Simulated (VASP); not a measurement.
# Na3Cl (P4/mmm) in VASP: further runs

The runs below take Na3Cl through single point, with r2SCAN.

All numbers are computed with VASP 6.6.1; they aren't measurements. Logs are shortened: lines on timing, memory, paths and dates and some standing lists are left out, and cuts for length are marked.

## Step 1: The cell of the first run

The structure is tetragonal, space group P4/mmm (No. 123). The conventional cell has a = 3.415 Å, b = 3.415 Å, c = 9.293 Å, α = 90.00°, β = 90.00°, γ = 90.00°. Within 4.5 Å of Na (site symmetry 4/mmm) lie 12 Na at 3.42 to 3.87 Å. Within 3.8 Å of Na (site symmetry 4mm) lie 4 Cl at 2.91 Å and 5 Na at 3.24 to 3.42 Å. Within 3.8 Å of Cl (site symmetry 4/mmm) lie 8 Na at 2.91 Å and 4 Cl at 3.42 Å.

## Step 2: Single point, r2SCAN

POSCAR reads:

```
Na3Cl
1.0
    3.4152450257      0.0000000000      0.0000000000
    0.0000000000      3.4152450257      0.0000000000
    0.0000000000      0.0000000000      9.2932993532
Na Cl
3 1
Direct
    0.0000000000      0.0000000000      0.5000000000
    0.5000000000      0.5000000000      0.8256670200
    0.5000000000      0.5000000000      0.1743329800
    0.0000000000      0.0000000000      0.0000000000
```

INCAR.step1 reads:

```
PREC     = Accurate       # precision mode
ENCUT    = 520            # plane-wave cutoff, eV
ISMEAR   = -1             # smearing method
SIGMA    = 0.1            # smearing width, eV
LREAL    = F              # projectors in reciprocal space
LASPH    = T              # aspherical terms in the spheres
NELM     = 60             # most SCF steps
NBANDS   = 22             # bands
GGA      = PE             # functional
ALGO     = Normal         # electronic algorithm
EDIFF    = 1E-4           # SCF threshold, eV
LWAVE    = T              # write WAVECAR
LCHARG   = F              # write CHGCAR
```

INCAR.step2 reads:

```
PREC     = Accurate       # precision mode
ENCUT    = 520            # plane-wave cutoff, eV
EDIFF    = 1E-6           # SCF threshold, eV
ISMEAR   = -1             # smearing method
SIGMA    = 0.1            # smearing width, eV
LREAL    = F              # projectors in reciprocal space
LASPH    = T              # aspherical terms in the spheres
NELM     = 60             # most SCF steps
ALGO     = Normal         # electronic algorithm
ISIF     = 2              # what is computed and relaxed
LWAVE    = F              # write WAVECAR
LCHARG   = F              # write CHGCAR
METAGGA  = R2SCAN         # meta-GGA
LMIXTAU  = T            
NBANDS   = 22             # bands
ISTART   = 1
```

KPOINTS reads:

```
Automatic mesh
0
Gamma
  7 7 3
```

Potentials or basis: VASP PAW PBE potentials, release 64 (Na_pv, Cl).

Started as:

```
$ cat potpaw_PBE.64/Na_pv/POTCAR potpaw_PBE.64/Cl/POTCAR > POTCAR
$ cp INCAR.step1 INCAR
$ mpirun -np 1 vasp_std > vasp.out
$ cp INCAR.step2 INCAR
$ mpirun -np 1 vasp_std > vasp.out
```

OUTCAR:

```text
PREC = Accurate
   ENCUT = 520
   EDIFF = 1E-6
   ISMEAR = -1
   LREAL = F
   LASPH = T
   NELM = 60
   ISIF = 2
   METAGGA = R2SCAN
   ISTART = 1

 ion  position               nearest neighbor table
   1  0.000  0.000  0.500-
   2  0.500  0.500  0.826-
   3  0.500  0.500  0.174-
   4  0.000  0.000  0.000-

  LATTYP: Found a simple tetragonal cell.
 ALAT       =     3.4152450257
 C/A-ratio  =     2.7211222865

  Lattice vectors:

 A1 = (   3.4152450257,   0.0000000000,   0.0000000000)
 A2 = (   0.0000000000,   3.4152450257,   0.0000000000)
 A3 = (   0.0000000000,   0.0000000000,   9.2932993532)

Analysis of symmetry for initial positions (statically):
=====================================================================
 Subroutine PRICEL returns:
 Original cell was already a primitive cell.

 Routine SETGRP: Setting up the symmetry group for a
 simple tetragonal supercell.

 Subroutine GETGRP returns: Found 16 space group operations
 (whereof 16 operations were pure point group operations)
 out of a pool of 16 trial point group operations.

The static configuration has the point symmetry D_4h.

Analysis of symmetry for dynamics (positions and initial velocities):
=====================================================================
 Subroutine PRICEL returns:
 Original cell was already a primitive cell.

 Routine SETGRP: Setting up the symmetry group for a
 simple tetragonal supercell.

 Subroutine GETGRP returns: Found 16 space group operations
 (whereof 16 operations were pure point group operations)
 out of a pool of 16 trial point group operations.

The dynamic configuration has the point symmetry D_4h.

 Subroutine INISYM returns: Found 16 space group operations
 (whereof 16 operations are pure point group operations),
 and found     1 'primitive' translations

----------------------------------------------------------------------------------------

                                     Primitive cell

  volume of cell :     108.3961

  direct lattice vectors                    reciprocal lattice vectors
     3.415245026  0.000000000  0.000000000     0.292804760  0.000000000  0.000000000
     0.000000000  3.415245026  0.000000000     0.000000000  0.292804760  0.000000000
     0.000000000  0.000000000  9.293299353     0.000000000  0.000000000  0.107604411

  length of vectors
     3.415245026  3.415245026  9.293299353     0.292804760  0.292804760  0.107604411

  position of ions in fractional coordinates (direct lattice)
     0.000000000  0.000000000  0.500000000
     0.500000000  0.500000000  0.825667020
     0.500000000  0.500000000  0.174332980
     0.000000000  0.000000000  0.000000000

  ion indices of the primitive-cell ions
   primitive index   ion index
                 1           1
                 2           2
                 3           3
                 4           4

----------------------------------------------------------------------------------------

 KPOINTS: Automatic mesh

Automatic generation of k-mesh.
 Grid dimensions read from file:
 generate k-points for:    7    7    3

 Generating k-lattice:

  Cartesian coordinates                     Fractional coordinates (reciprocal lattice)
     0.041829251  0.000000000  0.000000000     0.142857143  0.000000000  0.000000000
     0.000000000  0.041829251  0.000000000     0.000000000  0.142857143  0.000000000
     0.000000000  0.000000000  0.035868137     0.000000000  0.000000000  0.333333333

  Length of vectors
     0.041829251  0.041829251  0.035868137

  Shift w.r.t. Gamma in fractional coordinates (k-lattice)
     0.000000000  0.000000000  0.000000000

 Subroutine IBZKPT returns following result:
 ===========================================

 Found     20 irreducible k-points:

 Following reciprocal coordinates:
            Coordinates               Weight
  0.000000  0.000000  0.000000      1.000000
  0.142857  0.000000  0.000000      4.000000
  0.285714  0.000000  0.000000      4.000000
  0.428571  0.000000  0.000000      4.000000
  0.142857  0.142857  0.000000      4.000000
  0.285714  0.142857  0.000000      8.000000
[... 12 lines left out ...]
  0.428571  0.285714  0.333333     16.000000
  0.428571  0.428571  0.333333      8.000000
   k-points           NKPTS =     20   k-points in BZ     NKDIM =     20   number of bands    NBANDS=     22
   number of dos      NEDOS =    301   number of ions     NIONS =      4
   total plane-waves  NPLWV =  54880
   dimension x,y,z NGX =    28 NGY =   28 NGZ =   70
   dimension x,y,z NGXF=    56 NGYF=   56 NGZF=  140
   ions per type =               3   1
   NGX,Y,Z   is equivalent  to a cutoff of  13.63, 13.63, 12.52 a.u.
   NGXF,Y,Z  is equivalent  to a cutoff of  27.26, 27.26, 25.04 a.u.
 SYSTEM =  unknown system
   PREC   = accura    normal or accurate (medium, high low for compatibility)
   ISTART =      1    job   : 0-new  1-cont  2-samecut
   ICHARG =      0    charge: 1-file 2-atom 10-const
   ISPIN  =      1    spin polarized calculation?
   LNONCOLLINEAR =      F non collinear calculations
   LSORBIT =      F    spin-orbit coupling
   LASPH  =      T    aspherical Exc in radial PAW
   ENCUT  =  520.0 eV  38.22 Ry    6.18 a.u.   6.35  6.35 17.28*2*pi/ulx,y,z
   NELM   =     60;   NELMIN=  2; NELMDL=  0     # of ELM steps
   EDIFF  = 0.1E-05   stopping-criterion for ELM
   LREAL  =      F    real-space projection
   EDIFFG = 0.1E-04   stopping-criterion for IOM
   NSW    =      0    number of steps for IOM
   IBRION =     -1    ionic relax: 0-MD 1-quasi-New 2-CG
   NFREE  =      0    steps in history (QN), initial steepest desc. (CG)
   ISIF   =      2    stress and relaxation
   ISYM   =      2    0-nonsym 1-usesym 2-fastsym
   POTIM  = 0.5000    time-step for ionic-motion
   TEBEG  =    0.0;   TEEND  =   0.0 temperature during run
   PSTRESS=    0.0 pullay stress
   NELECT =      28.0000    total number of electrons
   NUPDOWN=      -1.0000    fix difference up-down
   EMIN   =  10.00;   EMAX   =-10.00  energy-range for DOS
   EFERMI =   0.00;   METHOD = LEGACY
   ISMEAR =    -1;   SIGMA  =   0.10  broadening in eV -4-tet -1-fermi 0-gaus
   EFERMI_NEDOS =   21; number of points for ismear=-14 and -15
   IALGO  =     38    algorithm
   IMIX   =      4    mixing-type and parameters
     AMIX     =   0.40;   BMIX     =  1.00
     AMIX_MAG =   1.60;   BMIX_MAG =  1.00
  volume/ion in A,a.u.               =      27.10       182.87
  Fermi-wavevector in a.u.,A,eV,Ry     =   1.042613  1.970252 14.790090  1.087041
  Thomas-Fermi vector in A             =   2.177285
   LORBIT       =      0    0 simple, 1 ext, 2 COOP (PROOUT), +10 PAW based schemes
   METAGGA = R2SCAN    functional components
   LHFCALC =     F    Hartree Fock is set to
   AEXX    =    0.0000 exact exchange contribution
   IVDW    =     0    specifies the selected vdW correction
   LEPSILON=     F    determine dielectric tensor
   LRPA    =     F    only Hartree local field effects (RPA)
 non-spin polarized calculation
  energy-cutoff  :      520.00
  volume of cell :      108.40
 maximum number of plane-waves:      2943
 NGX is ok and might be reduce to    28
   NGX = 13   NGY = 13   NGZ = 35

 number of electron      28.0000027 magnetization

 Free energy of the ion-electron system (eV)
  ---------------------------------------------------
  ext. energy  EPLUGINS =         0.00000000
  ---------------------------------------------------
  free energy    TOTEN  =       -20.30567567 eV

  energy without entropy =      -20.26409329  energy(sigma->0) =      -20.28488448

 E-fermi :   2.1259     XC(G=0):  -7.8931

 val. band max:        2.0030262060   @ k =   0.4286   0.1429   0.3333
 cond. band min:       2.1678898578   @ k =   0.2857   0.1429   0.3333
 fundamental gap:      0.1648636518
 Fermi energy:         2.1259240472

 k-point     1 :       0.0000    0.0000    0.0000
  band No.  band energies     occupation
      1     -24.5192      2.00000
      2     -24.4921      2.00000
      3     -24.4921      2.00000
      4     -24.4879      2.00000
      5     -24.4879      2.00000
      6     -24.4763      2.00000
[... 14 lines left out ...]
     21      11.5110      0.00000
     22      11.5137      0.00000

 k-point     2 :       0.1429    0.0000    0.0000
  band No.  band energies     occupation
      1     -24.5177      2.00000
      2     -24.5012      2.00000
      3     -24.4962      2.00000
      4     -24.4913      2.00000
      5     -24.4871      2.00000
      6     -24.4754      2.00000
[... 14 lines left out ...]
     21       9.3908      0.00000
     22      11.6805      0.00000

 k-point     3 :       0.2857    0.0000    0.0000
  band No.  band energies     occupation
      1     -24.5240      2.00000
      2     -24.5148      2.00000
      3     -24.5117      2.00000
      4     -24.4894      2.00000
      5     -24.4855      2.00000
      6     -24.4733      2.00000
[... 14 lines left out ...]
     21       9.1423      0.00000
     22      11.5093      0.00000

 k-point     4 :       0.4286    0.0000    0.0000
  band No.  band energies     occupation
      1     -24.5400      2.00000
      2     -24.5297      2.00000
      3     -24.5090      2.00000
      4     -24.4878      2.00000
      5     -24.4841      2.00000
      6     -24.4716      2.00000
[... 14 lines left out ...]
     21       8.4940      0.00000
     22      10.5817      0.00000

 k-point     5 :       0.1429    0.1429    0.0000
  band No.  band energies     occupation
      1     -24.5162      2.00000
      2     -24.5008      2.00000
      3     -24.4995      2.00000
      4     -24.4958      2.00000
      5     -24.4949      2.00000
      6     -24.4745      2.00000
[... 317 lines left out ...]
 k-point    18 :       0.2857    0.2857    0.3333
  band No.  band energies     occupation
      1     -24.5201      2.00000
      2     -24.5160      2.00000
      3     -24.5121      2.00000
      4     -24.5106      2.00000
      5     -24.5070      2.00000
      6     -24.4705      2.00000
[... 14 lines left out ...]
     21       8.5170      0.00000
     22       9.0216      0.00000

 k-point    19 :       0.4286    0.2857    0.3333
  band No.  band energies     occupation
      1     -24.5334      2.00000
      2     -24.5257      2.00000
      3     -24.5150      2.00000
      4     -24.5094      2.00000
      5     -24.5047      2.00000
      6     -24.4690      2.00000
[... 14 lines left out ...]
     21       8.3531      0.00000
     22       9.6166      0.00000

 k-point    20 :       0.4286    0.4286    0.3333
  band No.  band energies     occupation
      1     -24.5301      2.00000
      2     -24.5294      2.00000
      3     -24.5236      2.00000
      4     -24.5233      2.00000
      5     -24.5025      2.00000
      6     -24.4675      2.00000
[... 14 lines left out ...]
     21       7.6265      0.00000
     22       8.1856      0.00000

------------------------ aborting loop because EDIFF is reached ----------------------------------------

  FORCE on cell =-STRESS in cart. coord.  units (eV):
  Direction    XX          YY          ZZ          XY          YZ          ZX
  --------------------------------------------------------------------------------------
  -------------------------------------------------------------------------------------
  Total        0.9921598      0.9921598      0.7802776      0.0000000     -0.0000000      0.0000000
  in kB       14.6648811     14.6648811     11.5331006      0.0000000     -0.0000000      0.0000000
  external PRESSURE =      13.6209542 kB  Pullay stress =       0.0000000 kB

 VOLUME and BASIS-vectors are now :
 -----------------------------------------------------------------------------
  energy-cutoff  :      520.00
  volume of cell :      108.40
      direct lattice vectors                 reciprocal lattice vectors
     3.415245026  0.000000000  0.000000000     0.292804760  0.000000000  0.000000000
     0.000000000  3.415245026  0.000000000     0.000000000  0.292804760  0.000000000
     0.000000000  0.000000000  9.293299353     0.000000000  0.000000000  0.107604411

 POSITION                                       TOTAL-FORCE (eV/Angst)
 -----------------------------------------------------------------------------------
      0.00000      0.00000      4.64665         0.000000     -0.000000      0.000000
      1.70762      1.70762      7.67317        -0.000000      0.000000     -0.100942
      1.70762      1.70762      1.62013         0.000000     -0.000000      0.100942
      0.00000      0.00000      0.00000         0.000000     -0.000000      0.000000
 -----------------------------------------------------------------------------------
    total drift:                                0.000000      0.000000      0.000000

  FREE ENERGIE OF THE ION-ELECTRON SYSTEM (eV)
  ---------------------------------------------------
  free  energy   TOTEN  =       -20.3056756744 eV

  energy  without entropy=      -20.2640932862  energy(sigma->0) =      -20.28488448
```

It took 4.1 min on 1 thread of Intel Xeon Platinum 8259CL at 2.50GHz (Skylake/Cascade Lake), shared host; peak memory 0.24 GiB.

Results:

```yaml
Free_energy: -20.3057 eV
Pressure: 1.4 GPa
Largest_force: 0.101 eV/Å
Band_gap_on_the_k_mesh: zero (band 14 reaches 4.02 eV, above the bottom of band 15 at 0.81 eV)
```

Forces on the atoms (eV/Å):
```
Na   0.000  0.000  0.000
Na   0.000  0.000 -0.101
Na   0.000  0.000  0.101
Cl   0.000  0.000  0.000
```

Caveat: the PAW data sets were made with another functional, which shifts forces and pressure a little.

## Step 3: Single point, r2SCAN

This run uses another cell than the first one, of 27.68 Å³/atom, 1.021 times its volume.

POSCAR reads:

```
Na3Cl
1.0
    3.4392968394      0.0000000000      0.0000000000
    0.0000000000      3.4392968394      0.0000000000
    0.0000000000      0.0000000000      9.3587472796
Na Cl
3 1
Direct
    0.0000000000      0.0000000000      0.5000000000
    0.5000000000      0.5000000000      0.8256670200
    0.5000000000      0.5000000000      0.1743329800
    0.0000000000      0.0000000000      0.0000000000
```

INCAR.step1 reads:

```
SYSTEM = Na3Cl
PREC     = Accurate       ! precision mode
ENCUT    = 520            ! plane-wave cutoff, eV
ISMEAR   = -1             ! smearing method
SIGMA    = 0.1            ! smearing width, eV
LREAL    = .FALSE.        ! projectors in reciprocal space
LASPH    = .TRUE.         ! aspherical terms in the spheres
NELM     = 60             ! most SCF steps
NBANDS   = 22             ! bands
GGA      = PE             ! functional
ALGO     = Normal         ! electronic algorithm
EDIFF    = 1E-4           ! SCF threshold, eV
LWAVE    = .TRUE.         ! write WAVECAR
LCHARG   = .FALSE.        ! write CHGCAR
```

INCAR.step2 reads:

```
SYSTEM = Na3Cl
PREC     = Accurate       ! precision mode
ENCUT    = 520            ! plane-wave cutoff, eV
EDIFF    = 1E-6           ! SCF threshold, eV
ISMEAR   = -1             ! smearing method
SIGMA    = 0.1            ! smearing width, eV
LREAL    = .FALSE.        ! projectors in reciprocal space
LASPH    = .TRUE.         ! aspherical terms in the spheres
NELM     = 60             ! most SCF steps
ALGO     = Normal         ! electronic algorithm
ISIF     = 2              ! what is computed and relaxed
LWAVE    = .FALSE.        ! write WAVECAR
LCHARG   = .FALSE.        ! write CHGCAR
METAGGA  = R2SCAN         ! meta-GGA
LMIXTAU  = .TRUE.       
NBANDS   = 22             ! bands
ISTART   = 1
```

KPOINTS reads:

```
Automatic mesh
0
G
  7 7 3
  0 0 0
```

Potentials or basis: VASP PAW PBE potentials, release 64 (Na_pv, Cl).

Started as:

```
$ cat potpaw_PBE.64/Na_pv/POTCAR potpaw_PBE.64/Cl/POTCAR > POTCAR
$ cp INCAR.step1 INCAR
$ mpirun -np 1 vasp_std > vasp.out
$ cp INCAR.step2 INCAR
$ mpirun -np 1 vasp_std > vasp.out
```

It took 5 min on 1 thread of Intel Xeon Platinum 8259CL at 2.50GHz (Skylake/Cascade Lake), shared host; peak memory 0.24 GiB.

Results (log left out):

```
Free energy            : -20.3216 eV
Pressure               : 0.9 GPa
Largest force          : 0.069 eV/Å
Band gap on the k mesh : zero (band 14 reaches 3.90 eV, above the bottom of band 15 at 0.72 eV)
```

Forces on the atoms (eV/Å):
```
Na   0.000  0.000  0.000
Na   0.000  0.000 -0.069
Na   0.000  0.000  0.069
Cl   0.000  0.000  0.000
```

Stress tensor (GPa, compression positive):
```
0.98 0.00 0.00
0.00 0.98 0.00
0.00 0.00 0.78
```

Levels at points of the mesh, in eV from the Fermi level:
```tsv
k point	band 10	band 11	band 12	band 13	band 14	band 15	band 16	band 17	band 18	band 19
(0.00, 0.00, 0.00)	-18.32	-6.54	-4.80	-4.80	-2.94	-0.67	1.25	3.73	5.45	6.49
```

Caveat: the PAW data sets were made with another functional, which shifts forces and pressure a little.

(Continued in part 2 of 2.)
